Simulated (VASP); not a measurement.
# H3C25 in VASP: single point with PBE+D3(BJ)

Aim: the single point of H3C25 with PBE+D3(BJ).

Program: VASP 6.6.1. These are calculated values, not measurements. Logs are shortened: lines on timing, memory, paths and dates and some standing lists are left out, and cuts for length are marked.

**1. The cell of the first run**

The cell holds a slab with vacuum, 28 atoms: a = 4.930 Å, b = 4.930 Å, c = 26.111 Å, α = 90.00°, β = 90.00°, γ = 120.00°.

**2. Single point, PBE+D3(BJ)**

File INCAR:

```
SYSTEM = H3C25
  PREC = Accurate
  ENCUT = 520
  EDIFF = 1E-6
  ISMEAR = 0
  SIGMA = 0.1
  LREAL = Auto
  LASPH = .True.
  NELM = 100
  ALGO = Normal
  ISIF = 2
  LWAVE = .False.
  LCHARG = .True.
  LDIPOL = .True.
  IDIPOL = 3
  DIPOL = 0.5 0.5 0.485
  GGA = PE
  IVDW = 12
  LELF = .True.
  LVHAR = .True.
  LVACPOTAV = .True.
  NBANDS = 72
```

File KPOINTS:

```
regular mesh
0
Gamma
  6 6 1
  0 0 0
```

File POSCAR:

```
H3C25
1.0
    4.9299593294      0.0000000000      0.0000000000
   -2.4649796647      4.2694700189      0.0000000000
    0.0000000000      0.0000000000     26.1112347130
C H
25 3
Direct
    0.0000000000      0.0000000000      0.3255303829
    0.0000000000      0.5000000000      0.3255303829
    0.5000000000      0.0000000000      0.3255303829
    0.5000000000      0.5000000000      0.3255303829
    0.1666666667      0.3333333333      0.3255303739
    0.1666666667      0.8333333333      0.3255303739
    0.6666666667      0.3333333333      0.3255303739
    0.6666666667      0.8333333333      0.3255303739
    0.0000102527     -0.0000102363      0.4539729029
    0.0000102363      0.5000204889      0.4539729029
    0.4999795111     -0.0000102527      0.4539729029
    0.5000000000      0.5000000000      0.4542655906
    0.3332784604      0.1665570748      0.4540911348
    0.3332786143      0.6667215396      0.4540911348
    0.8333333333      0.1666666667      0.4540400880
    0.8334429252      0.6667213857      0.4540911348
   -0.0009803904      0.0009722579      0.5813587403
   -0.0009722579      0.4980473517      0.5813587403
    0.5019526483      0.0009803904      0.5813587403
    0.5000000000      0.5000000000      0.5960926835
    0.1613166040      0.3306499364      0.5818675914
    0.1666666667      0.8333333333      0.5831117515
    0.6693500636      0.3306666675      0.5818675914
    0.6693333325      0.8386833960      0.5818675914
    0.5000000000      0.5000000000      0.6574351064
    0.3776960208      0.6202943644      0.6712369968
    0.3797056356      0.2574016564      0.6712369968
    0.7425983436      0.6223039792      0.6712369968
```

Potentials or basis: VASP PAW PBE potentials, release 64 (C, H).

The run is started by

```console
$ cat potpaw_PBE.64/C/POTCAR potpaw_PBE.64/H/POTCAR > POTCAR
$ mpirun -np 1 vasp_std > vasp.out
```

OUTCAR:

```text
SYSTEM = H3C25
   PREC = Accurate
   ENCUT = 520
   EDIFF = 1E-6
   ISMEAR = 0
   LREAL = Auto
   LASPH = .True.
   NELM = 100
   ISIF = 2
   GGA = PE
   IVDW = 12
 IVDW          = 12

 ion  position               nearest neighbor table
   1  0.000  0.000  0.326-   8 1.42   5 1.42   6 1.42
   2  0.000  0.500  0.326-   7 1.42   6 1.42   5 1.42
   3  0.500  0.000  0.326-   6 1.42   7 1.42   8 1.42
   4  0.500  0.500  0.326-   5 1.42   8 1.42   7 1.42
   5  0.167  0.333  0.326-   4 1.42   1 1.42   2 1.42
   6  0.167  0.833  0.326-   3 1.42   2 1.42   1 1.42
[... 11 lines left out ...]
  18  0.999  0.498  0.581-  23 1.41  21 1.41  22 1.43
  19  0.502  0.001  0.581-  24 1.41  23 1.41  22 1.43
  20  0.500  0.500  0.596-  21 1.49  24 1.49  23 1.49  25 1.60
  21  0.161  0.331  0.582-  17 1.41  18 1.41  20 1.49
  22  0.167  0.833  0.583-  19 1.43  18 1.43  17 1.43
  23  0.669  0.331  0.582-  18 1.41  19 1.41  20 1.49
  24  0.669  0.839  0.582-  19 1.41  17 1.41  20 1.49
  25  0.500  0.500  0.657-  26 1.10  28 1.10  27 1.10  20 1.60
  26  0.378  0.620  0.671-  25 1.10
  27  0.380  0.257  0.671-  25 1.10
  28  0.743  0.622  0.671-  25 1.10

  LATTYP: Found a hexagonal cell.
 ALAT       =     4.9299593294
 C/A-ratio  =     5.2964401871

  Lattice vectors:

 A1 = (   4.9299593294,   0.0000000000,   0.0000000000)
 A2 = (  -2.4649796647,   4.2694700189,   0.0000000000)
 A3 = (   0.0000000000,   0.0000000000,  26.1112347130)

Analysis of symmetry for initial positions (statically):
=====================================================================
 Subroutine PRICEL returns:
 Original cell was already a primitive cell.

 Routine SETGRP: Setting up the symmetry group for a
 hexagonal supercell.

 Subroutine GETGRP returns: Found  3 space group operations
 (whereof  1 operations were pure point group operations)
 out of a pool of 24 trial point group operations.

The static configuration has the point symmetry C_1 .
 The point group associated with its full space group is C_3 .

Analysis of symmetry for dynamics (positions and initial velocities):
=====================================================================
 Subroutine PRICEL returns:
 Original cell was already a primitive cell.

 Routine SETGRP: Setting up the symmetry group for a
 hexagonal supercell.

 Subroutine GETGRP returns: Found  3 space group operations
 (whereof  1 operations were pure point group operations)
 out of a pool of 24 trial point group operations.

The dynamic configuration has the point symmetry C_1 .
 The point group associated with its full space group is C_3 .

 Subroutine INISYM returns: Found  3 space group operations
 (whereof  1 operations are pure point group operations),
 and found     1 'primitive' translations

----------------------------------------------------------------------------------------

                                     Primitive cell

  volume of cell :     549.5975

  direct lattice vectors                    reciprocal lattice vectors
     4.929959329  0.000000000  0.000000000     0.202841430  0.117110554  0.000000000
    -2.464979665  4.269470019  0.000000000     0.000000000  0.234221108  0.000000000
     0.000000000  0.000000000 26.111234713     0.000000000  0.000000000  0.038297691

  length of vectors
     4.929959329  4.929959329 26.111234713     0.234221108  0.234221108  0.038297691

  position of ions in fractional coordinates (direct lattice)
     0.000000000  0.000000000  0.325530383
     0.000000000  0.500000000  0.325530383
     0.500000000  0.000000000  0.325530383
     0.500000000  0.500000000  0.325530383
     0.166666667  0.333333333  0.325530374
     0.166666667  0.833333333  0.325530374
[... 20 lines left out ...]
     0.379705636  0.257401656  0.671236997
     0.742598344  0.622303979  0.671236997

  ion indices of the primitive-cell ions
   primitive index   ion index
                 1           1
                 2           2
                 3           3
                 4           4
                 5           5
                 6           6
[... 20 lines left out ...]
                27          27
                28          28

----------------------------------------------------------------------------------------

 KPOINTS: regular mesh

Automatic generation of k-mesh.
 Grid dimensions read from file:
 generate k-points for:    6    6    1

 Generating k-lattice:

  Cartesian coordinates                     Fractional coordinates (reciprocal lattice)
     0.033806905  0.019518426  0.000000000     0.166666667 -0.000000000  0.000000000
     0.000000000  0.039036851  0.000000000     0.000000000  0.166666667  0.000000000
     0.000000000  0.000000000  0.038297691     0.000000000  0.000000000  1.000000000

  Length of vectors
     0.039036851  0.039036851  0.038297691

  Shift w.r.t. Gamma in fractional coordinates (k-lattice)
     0.000000000  0.000000000  0.000000000

 Subroutine IBZKPT returns following result:
 ===========================================

 Found      8 irreducible k-points:

 Following reciprocal coordinates:
            Coordinates               Weight
  0.000000  0.000000  0.000000      1.000000
  0.166667  0.000000  0.000000      6.000000
  0.333333 -0.000000  0.000000      6.000000
  0.500000  0.000000  0.000000      3.000000
  0.166667  0.166667  0.000000      6.000000
  0.333333  0.166667  0.000000      6.000000
 -0.333333  0.500000  0.000000      6.000000
  0.333333  0.333333  0.000000      2.000000
   k-points           NKPTS =      8   k-points in BZ     NKDIM =      8   number of bands    NBANDS=     72
   number of dos      NEDOS =    301   number of ions     NIONS =     28
   total plane-waves  NPLWV = 313600
   dimension x,y,z NGX =    40 NGY =   40 NGZ =  196
   dimension x,y,z NGXF=    80 NGYF=   80 NGZF=  392
   ions per type =              25   3
   NGX,Y,Z   is equivalent  to a cutoff of  13.49, 13.49, 12.48 a.u.
   NGXF,Y,Z  is equivalent  to a cutoff of  26.98, 26.98, 24.96 a.u.
 SYSTEM =  H3C25
   PREC   = accura    normal or accurate (medium, high low for compatibility)
   ISTART =      0    job   : 0-new  1-cont  2-samecut
   ICHARG =      2    charge: 1-file 2-atom 10-const
   ISPIN  =      1    spin polarized calculation?
   LNONCOLLINEAR =      F non collinear calculations
   LSORBIT =      F    spin-orbit coupling
   LASPH  =      T    aspherical Exc in radial PAW
   ENCUT  =  520.0 eV  38.22 Ry    6.18 a.u.   9.17  9.17 48.55*2*pi/ulx,y,z
   NELM   =    100;   NELMIN=  2; NELMDL= -5     # of ELM steps
   EDIFF  = 0.1E-05   stopping-criterion for ELM
   LREAL  =      T    real-space projection
   EDIFFG = 0.1E-04   stopping-criterion for IOM
   NSW    =      0    number of steps for IOM
   IBRION =     -1    ionic relax: 0-MD 1-quasi-New 2-CG
   NFREE  =      0    steps in history (QN), initial steepest desc. (CG)
   ISIF   =      2    stress and relaxation
   ISYM   =      2    0-nonsym 1-usesym 2-fastsym
   POTIM  = 0.5000    time-step for ionic-motion
   TEBEG  =    0.0;   TEEND  =   0.0 temperature during run
   PSTRESS=    0.0 pullay stress
   NELECT =     103.0000    total number of electrons
   NUPDOWN=      -1.0000    fix difference up-down
   EMIN   =  10.00;   EMAX   =-10.00  energy-range for DOS
   EFERMI =   0.00;   METHOD = LEGACY
   ISMEAR =     0;   SIGMA  =   0.10  broadening in eV -4-tet -1-fermi 0-gaus
   EFERMI_NEDOS =   21; number of points for ismear=-14 and -15
   IALGO  =     38    algorithm
   IMIX   =      4    mixing-type and parameters
     AMIX     =   0.40;   BMIX     =  1.00
     AMIX_MAG =   1.60;   BMIX_MAG =  1.00
  volume/ion in A,a.u.               =      19.63       132.46
  Fermi-wavevector in a.u.,A,eV,Ry     =   0.936855  1.770399 11.941794  0.877697
  Thomas-Fermi vector in A             =   2.063907
   LORBIT       =      0    0 simple, 1 ext, 2 COOP (PROOUT), +10 PAW based schemes
   GGA     = PE    functional components
   LHFCALC =     F    Hartree Fock is set to
   AEXX    =    0.0000 exact exchange contribution
   IVDW    =    12    specifies the selected vdW correction
   LEPSILON=     F    determine dielectric tensor
   LRPA    =     F    only Hartree local field effects (RPA)
 non-spin polarized calculation
 Gauss-broadening in eV      SIGMA  =   0.10
  energy-cutoff  :      520.00
  volume of cell :      549.60
 maximum number of plane-waves:     14832
 NGX is ok and might be reduce to    40
   NGX = 19   NGY = 19   NGZ = 97

 dipolmoment           0.000000      0.000000      0.019798 electrons x Angstroem

 number of electron     103.0000002 magnetization

 dipolmoment           0.000000      0.000000     -0.091962 electrons x Angstroem

 Free energy of the ion-electron system (eV)
  ---------------------------------------------------
  ext. energy  EPLUGINS =         0.00000000
  ---------------------------------------------------
  free energy    TOTEN  =      -239.37640482 eV

  energy without entropy =     -239.32775278  energy(sigma->0) =     -239.35207880

 E-fermi :  -0.3329     XC(G=0):  -4.7365

 val. band max:       -0.3436250134   @ k =   0.1667   0.1667   0.0000
 cond. band min:      -0.3257948281   @ k =   0.3333   0.3333   0.0000
 fundamental gap:      0.0178301854
 Fermi energy:        -0.3328749001

 k-point     1 :       0.0000    0.0000    0.0000
  band No.  band energies     occupation
      1     -19.9960      2.00000
      2     -19.8884      2.00000
      3     -19.7441      2.00000
      4     -15.5589      2.00000
      5     -14.6697      2.00000
      6     -14.6697      2.00000
[... 55 lines left out ...]
     62       3.2555      0.00000
     63       3.4669      0.00000

 k-point     2 :       0.1667    0.0000    0.0000
  band No.  band energies     occupation
      1     -19.8320      2.00000
      2     -19.7242      2.00000
      3     -19.5809      2.00000
      4     -16.1574      2.00000
      5     -15.9032      2.00000
      6     -15.7890      2.00000
[... 385 lines left out ...]
     62       5.1089      0.00000
     63       5.4324      0.00000

 k-point     8 :       0.3333    0.3333    0.0000
  band No.  band energies     occupation
      1     -18.2332      2.00000
      2     -18.0478      2.00000
      3     -17.9653      2.00000
      4     -17.9482      2.00000
      5     -17.9333      2.00000
      6     -17.8597      2.00000
[... 55 lines left out ...]
     62       5.8988      0.00000
     63       5.9102      0.00000
 [bands above 63 left out]

------------------------ aborting loop because EDIFF is reached ----------------------------------------

 Edisp (eV)   -3.43063

 E8    (eV) :    -0.9946

  FORCE on cell =-STRESS in cart. coord.  units (eV):
  Direction    XX          YY          ZZ          XY          YZ          ZX
  --------------------------------------------------------------------------------------
  -------------------------------------------------------------------------------------
  Total       3.41597     3.41597     0.00773     0.00000     0.00000     0.00000
  in kB       9.95818     9.95818     0.02254     0.00000     0.00000     0.00000
  external pressure =        6.65 kB  Pullay stress =        0.00 kB

 VOLUME and BASIS-vectors are now :
 -----------------------------------------------------------------------------
  energy-cutoff  :      520.00
  volume of cell :      549.60
      direct lattice vectors                 reciprocal lattice vectors
     4.929959329  0.000000000  0.000000000     0.202841430  0.117110554  0.000000000
    -2.464979665  4.269470019  0.000000000     0.000000000  0.234221108  0.000000000
     0.000000000  0.000000000 26.111234713     0.000000000  0.000000000  0.038297691

 POSITION                                       TOTAL-FORCE (eV/Angst)
 -----------------------------------------------------------------------------------
      0.00000      0.00000      8.50000         0.000226     -0.000130      0.015148
     -1.23249      2.13474      8.50000        -0.000000      0.000260      0.015148
      2.46498      0.00000      8.50000        -0.000225     -0.000130      0.015148
      1.23249      2.13474      8.50000        -0.000000      0.000000      0.015494
      0.00000      1.42316      8.50000         0.000080      0.000046     -0.020878
     -1.23249      3.55789      8.50000        -0.000000     -0.000000     -0.021726
[... 20 lines left out ...]
      1.23744      1.09897     17.52683        -0.001305     -0.022083      0.012045
      2.12701      2.65691     17.52683         0.019777      0.009911      0.012045
 -----------------------------------------------------------------------------------
    total drift:                                0.000004     -0.000002     -0.017217

  FREE ENERGIE OF THE ION-ELECTRON SYSTEM (eV)
  ---------------------------------------------------
  free  energy   TOTEN  =      -242.8070337439 eV

  energy  without entropy=     -242.7583817032  energy(sigma->0) =     -242.78270772

 vacuum level on the upper side and lower side of the slab         3.159         3.950
```

Run time: 29 min. Hardware: 1 thread of Intel Xeon 8259CL, shared host; peak memory 0.71 GiB.

Results:

```
Free energy                : -242.8070 eV
Largest force              : 0.028 eV/Å
Band gap on the k mesh     : zero (an odd number of electrons rules out a gap without spin polarisation)
Dispersion energy per atom : -0.123 eV
```

Forces in eV/Å, atoms in the order of the input:
```
C    0.000  0.000  0.015
C    0.000  0.000  0.015
C    0.000  0.000  0.015
C    0.000  0.000  0.015
C    0.000  0.000 -0.021
C    0.000  0.000 -0.022
C    0.000  0.000 -0.021
C    0.000  0.000 -0.021
C    0.001 -0.001  0.003
C    0.000  0.001  0.003
C   -0.001 -0.001  0.003
C    0.000  0.000 -0.007
C    0.000 -0.001  0.002
C   -0.001  0.001  0.002
C    0.000  0.000 -0.002
C    0.001  0.001  0.002
C   -0.004  0.002  0.002
C    0.000 -0.004  0.002
C    0.004  0.002  0.002
C    0.000  0.000 -0.014
C    0.015  0.008  0.004
C    0.000  0.000  0.007
C   -0.015  0.008  0.004
C    0.000 -0.017  0.004
C    0.000  0.000 -0.028
H   -0.018  0.012  0.012
H   -0.001 -0.022  0.012
H    0.020  0.010  0.012
```
